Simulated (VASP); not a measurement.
Write the native input for VASP 6.6.1 that does the following.

```
Task                   : single point
Functional             : r2SCAN
Potentials or basis    : VASP PAW PBE potentials, release 64 (Na_pv, F)
Cutoff                 : 520 eV
k mesh                 : 10 × 10 × 10
Occupations            : fermi-dirac, width 0.02 eV
Spin                   : no spin polarisation
Dipole correction      : no
Further INCAR settings : ALGO = Normal; EDIFF = 1e-07; NBANDS = 14
```

NaF (Villiaumite):

```
CELL_PARAMETERS angstrom
0.00000 2.29755 2.29755
2.29755 0.00000 2.29755
2.29755 2.29755 0.00000
ATOMIC_POSITIONS crystal
Na 0.00000 0.00000 0.00000
F 0.50000 0.50000 0.50000
```

These files were run (other wordings do the same):

POSCAR

```
NaF
1.0
    0.0000000000      2.2975492111      2.2975492111
    2.2975492111      0.0000000000      2.2975492111
    2.2975492111      2.2975492111      0.0000000000
Na F
1 1
Direct
    0.0000000000      0.0000000000      0.0000000000
    0.5000000000      0.5000000000      0.5000000000
```

INCAR.step1

```
PREC = Accurate
ENCUT = 520
ISMEAR = -1
SIGMA = 0.02
LREAL = False
LASPH = True
NELM = 60
NBANDS = 14
GGA = PE
ALGO = Normal
EDIFF = 1E-4
LWAVE = True
LCHARG = False
```

INCAR.step2

```
PREC = Accurate
ENCUT = 520
EDIFF = 1E-7
ISMEAR = -1
SIGMA = 0.02
LREAL = False
LASPH = True
NELM = 60
ALGO = Normal
ISIF = 2
LWAVE = False
LCHARG = False
METAGGA = R2SCAN
LMIXTAU = True
NBANDS = 14
ISTART = 1
```

KPOINTS

```
regular mesh
0
Gamma
  10 10 10
```

Potentials or basis: VASP PAW PBE potentials, release 64 (Na_pv, F).

Run with:

```bash
$ cat potpaw_PBE.64/Na_pv/POTCAR potpaw_PBE.64/F/POTCAR > POTCAR
$ cp INCAR.step1 INCAR
$ mpirun -np 1 vasp_std > vasp.out
$ cp INCAR.step2 INCAR
$ mpirun -np 1 vasp_std > vasp.out
```

It gave:

* Pressure: -0.9 GPa
* Band gap on the k mesh: 7.32 eV, direct

Caveat: the PAW data sets were made with another functional, which shifts forces and pressure a little.

Run time: 29 s on 1 thread of Intel(R) Xeon(R) Platinum 8124M CPU @ 3.00GHz (Skylake/Cascade Lake), on a shared host, peak memory 0.14 GiB.
